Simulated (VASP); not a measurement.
# WC (Fm-3m) in VASP: a series of runs, part 2 of 2

VASP 6.6.1. Earlier steps stand in the parts before.

## 3. Single point, PBEsol

This run uses another cell than the first one, of 10.23 Å³/atom, 1.032 times its volume.

File INCAR:

```
SYSTEM = WC
PREC = Accurate
ENCUT = 520
EDIFF = 1E-6
ISMEAR = -1
SIGMA = 0.1
LREAL = .FALSE.
LASPH = .TRUE.
NELM = 100
ALGO = Normal
ISIF = 2
LWAVE = .FALSE.
LCHARG = .TRUE.
GGA = PS
LELF = .TRUE.
LVHAR = .TRUE.
NBANDS = 16
```

File KPOINTS:

```
regular mesh
0
G
  11 11 11
  0 0 0
```

File POSCAR:

```
WC
1.0
    0.0000000000      2.1705302028      2.1705302028
    2.1705302028      0.0000000000      2.1705302028
    2.1705302028      2.1705302028      0.0000000000
W C
1 1
Direct
    0.0000000000      0.0000000000      0.0000000000
    0.5000000000      0.5000000000      0.5000000000
```

Potentials or basis: VASP PAW PBE potentials, release 64 (W_sv, C).

Command:

```sh
$ cat potpaw_PBE.64/W_sv/POTCAR potpaw_PBE.64/C/POTCAR > POTCAR
$ mpirun -np 1 vasp_std > vasp.out
```

OUTCAR:

```text
SYSTEM = WC
   PREC = Accurate
   ENCUT = 520
   EDIFF = 1E-6
   ISMEAR = -1
   LREAL = .FALSE.
   LASPH = .TRUE.
   NELM = 100
   ISIF = 2
   GGA = PS

 ion  position               nearest neighbor table
   1  0.000  0.000  0.000-   2 2.17   2 2.17   2 2.17   2 2.17   2 2.17   2 2.17
   2  0.500  0.500  0.500-   1 2.17   1 2.17   1 2.17   1 2.17   1 2.17   1 2.17

  LATTYP: Found a face centered cubic cell.
 ALAT       =     4.3410604056

  Lattice vectors:

[... 191 lines left out ...]
      6       9.8447      2.00000
[... 433 lines left out ...]
      3     -26.7729      2.00000
      4     -26.6551      2.00000
      5      -1.0977      2.00000
      6       5.6637      2.00000
[... 8 lines left out ...]
     15      25.6822      0.00000
     16      26.7430      0.00000

 [... further k-points ...]
[... 5 lines left out ...]
  --------------------------------------------------------------------------------------
  -------------------------------------------------------------------------------------
  Total        0.3302601      0.3302601      0.3302601      0.0000000      0.0000000     -0.0000000
  in kB       25.8725497     25.8725497     25.8725497      0.0000000      0.0000000     -0.0000000
  external PRESSURE =      25.8725497 kB  Pullay stress =       0.0000000 kB

 VOLUME and BASIS-vectors are now :
 -----------------------------------------------------------------------------
  energy-cutoff  :      520.00
  volume of cell :       20.45
      direct lattice vectors                 reciprocal lattice vectors
     0.000000000  2.170530203  2.170530203    -0.230358462  0.230358462  0.230358462
     2.170530203  0.000000000  2.170530203     0.230358462 -0.230358462  0.230358462
     2.170530203  2.170530203  0.000000000     0.230358462  0.230358462 -0.230358462

 POSITION                                       TOTAL-FORCE (eV/Angst)
 -----------------------------------------------------------------------------------
      0.00000      0.00000      0.00000        -0.000000     -0.000000      0.000000
      2.17053      2.17053      2.17053         0.000000      0.000000     -0.000000
 -----------------------------------------------------------------------------------
    total drift:                                0.000000     -0.000000     -0.000000

  FREE ENERGIE OF THE ION-ELECTRON SYSTEM (eV)
  ---------------------------------------------------
  free  energy   TOTEN  =       -23.0040746691 eV

  energy  without entropy=      -22.9640957442  energy(sigma->0) =      -22.98408521
```

stdout:

```text
POSCAR found type information on POSCAR W C
 POSCAR found :  2 types and       2 ions
 scaLAPACK will be used
 -----------------------------------------------------------------------------
|                                                                             |
|                                                                             |
|     You enforced a specific xc type in the INCAR file but a different       |
|     I HOPE YOU KNOW WHAT YOU ARE DOING!                                     |
|                                                                             |
 -----------------------------------------------------------------------------

 LDA part: xc-table for (Slater+PW92), standard interpolation
 POSCAR, INCAR and KPOINTS ok, starting setup
 FFT: planning ... GRIDC
 FFT: planning ... GRID_SOFT
 FFT: planning ... GRID
 WAVECAR not read
 entering main loop
```

Wall time 19 s (1 thread of AMD EPYC 7R43 (Zen 3), shared host); peak memory 0.12 GiB.

What came out:

| Quantity | Value |
| --- | --- |
| Free energy | -23.0041 eV |
| Pressure | 2.6 GPa |
| Band gap on the k mesh | zero (band 9 reaches 13.72 eV, above the bottom of band 10 at 10.50 eV) |

Caveat: the PAW data sets were made with another functional, which shifts forces and pressure a little; spin-orbit coupling is left out, which moves the levels of the heavy elements.

## 4. Single point, PBEsol

This run uses another cell than the first one, of 10.54 Å³/atom, 1.064 times its volume.

File INCAR:

```
SYSTEM = WC
PREC = Accurate
ENCUT = 520
EDIFF = 1E-6
ISMEAR = -1
SIGMA = 0.1
LREAL = .FALSE.
LASPH = .TRUE.
NELM = 60
ALGO = Normal
ISIF = 2
LWAVE = .FALSE.
LCHARG = .FALSE.
GGA = PS
NBANDS = 16
```

KPOINTS is that of step 3.

File POSCAR:

```
WC
1.0
    0.0000000000      2.1926800000      2.1926800000
    2.1926800000      0.0000000000      2.1926800000
    2.1926800000      2.1926800000      0.0000000000
W C
1 1
Direct
    0.0000000000      0.0000000000      0.0000000000
    0.5000000000      0.5000000000      0.5000000000
```

Command:

```sh
$ cat potpaw_PBE.64/W_sv/POTCAR potpaw_PBE.64/C/POTCAR > POTCAR
$ mpirun -np 1 vasp_std > vasp.out
```

Wall time 20 s (1 thread of AMD EPYC 7R43 (Zen 3), shared host); peak memory 0.12 GiB.

It converged, with:

- Free energy: -22.9915 eV
- Pressure: -8.8 GPa
- Band gap on the k mesh: zero (band 9 reaches 13.19 eV, above the bottom of band 10 at 10.11 eV)

Levels at points of the mesh, in eV from the Fermi level:
```tsv
k point	band 6	band 7	band 8	band 9	band 10	band 11	band 12	band 13
(0.00, 0.00, 0.00)	-2.75	-2.75	-2.75	-1.02	-1.02	-1.02	-0.96	-0.96
```

Caveat: the PAW data sets were made with another functional, which shifts forces and pressure a little; spin-orbit coupling is left out, which moves the levels of the heavy elements.

## 5. Single point, PBEsol

This run uses another cell than the first one, of 10.86 Å³/atom, 1.096 times its volume.

File INCAR:

```
SYSTEM = WC
  PREC = Accurate
  ENCUT = 520
  EDIFF = 1E-6
  ISMEAR = -1
  SIGMA = 0.1
  LREAL = .False.
  LASPH = .True.
  NELM = 80
  ALGO = Normal
  ISIF = 2
  LWAVE = .False.
  LCHARG = .False.
  GGA = PS
  NBANDS = 16
```

File KPOINTS:

```
Automatic mesh
0
Gamma
  11 11 11
  0 0 0
```

File POSCAR:

```
WC
1.0
    0.0000000000      2.2143911149      2.2143911149
    2.2143911149      0.0000000000      2.2143911149
    2.2143911149      2.2143911149      0.0000000000
W C
1 1
Direct
    0.0000000000      0.0000000000      0.0000000000
    0.5000000000      0.5000000000      0.5000000000
```

Command:

```sh
$ cat potpaw_PBE.64/W_sv/POTCAR potpaw_PBE.64/C/POTCAR > POTCAR
$ mpirun -np 1 vasp_std > vasp.out
```

Run time: 21 s. Hardware: 1 thread of AMD EPYC 7R43 (Zen 3), shared host; peak memory 0.12 GiB.

It converged, with:

- Free energy: -22.9374 eV
- Pressure: -18.5 GPa
- Band gap on the k mesh: zero (band 9 reaches 12.69 eV, above the bottom of band 10 at 9.75 eV)

Levels at points of the mesh, in eV from the Fermi level:
```csv
k point,band 6,band 7,band 8,band 9,band 10,band 11,band 12,band 13
"(0.00, 0.00, 0.00)",-2.64,-2.64,-2.64,-0.96,-0.96,-0.96,-0.93,-0.93
```

Caveat: the PAW data sets were made with another functional, which shifts forces and pressure a little; spin-orbit coupling is left out, which moves the levels of the heavy elements.

## 6. Single point, PBEsol

This run uses another cell than the first one, of 11.17 Å³/atom, 1.128 times its volume.

File INCAR:

```
PREC = Accurate
ENCUT = 520
EDIFF = 1E-7
ISMEAR = -1
SIGMA = 0.1
LREAL = False
LASPH = True
NELM = 80
ALGO = Normal
ISIF = 2
LWAVE = False
LCHARG = True
GGA = PS
LELF = True
LVHAR = True
NBANDS = 16
```

File KPOINTS:

```
Automatic mesh
0
Gamma
  11 11 11
```

File POSCAR:

```
WC
1.0
    0.0000000000      2.2356846435      2.2356846435
    2.2356846435      0.0000000000      2.2356846435
    2.2356846435      2.2356846435      0.0000000000
W C
1 1
Direct
    0.0000000000      0.0000000000      0.0000000000
    0.5000000000      0.5000000000      0.5000000000
```

Potentials or basis: VASP PAW PBE potentials, release 64 (W_sv, C).

Command:

```sh
$ cat potpaw_PBE.64/W_sv/POTCAR potpaw_PBE.64/C/POTCAR > POTCAR
$ mpirun -np 1 vasp_std > vasp.out
```

Wall time 24 s (1 thread of AMD EPYC 7R43 (Zen 3), shared host); peak memory 0.11 GiB.

Results (log left out):

* Free energy: -22.8480 eV
* Pressure: -26.7 GPa
* Band gap on the k mesh: zero (band 9 reaches 12.21 eV, above the bottom of band 10 at 9.40 eV)

Levels at points of the mesh, in eV from the Fermi level:
| k point | band 6 | band 7 | band 8 | band 9 | band 10 | band 11 | band 12 | band 13 |
| --- | --- | --- | --- | --- | --- | --- | --- | --- |
| (0.00, 0.00, 0.00) | -2.53 | -2.53 | -2.53 | -0.91 | -0.91 | -0.90 | -0.90 | -0.90 |

Caveat: the PAW data sets were made with another functional, which shifts forces and pressure a little; spin-orbit coupling is left out, which moves the levels of the heavy elements.

## 7. Overview

| cell | gap on the mesh (eV) | pressure (GPa) |
| --- | --- | --- |
| a = 3.038 Å, angles 60.0°, 2 atoms | none | 16.0 |
| a = 3.070 Å, angles 60.0°, 2 atoms | none | 2.6 |
| a = 3.101 Å, angles 60.0°, 2 atoms | none | -8.8 |
| a = 3.132 Å, angles 60.0°, 2 atoms | none | -18.5 |
| a = 3.162 Å, angles 60.0°, 2 atoms | none | -26.7 |

Alike in all rows: task single point; level PBEsol; potentials or basis VASP PAW PBE potentials, release 64 (W_sv, C); no spin polarisation; k mesh 11 × 11 × 11; cutoff (eV) 520; smearing fermi-dirac 0.1 eV.

Caveats: the PAW data sets were made with another functional, which shifts forces and pressure a little; spin-orbit coupling is left out, which moves the levels of the heavy elements.

Total energies depend on the potentials used, so only differences within one code and one set of settings carry meaning.
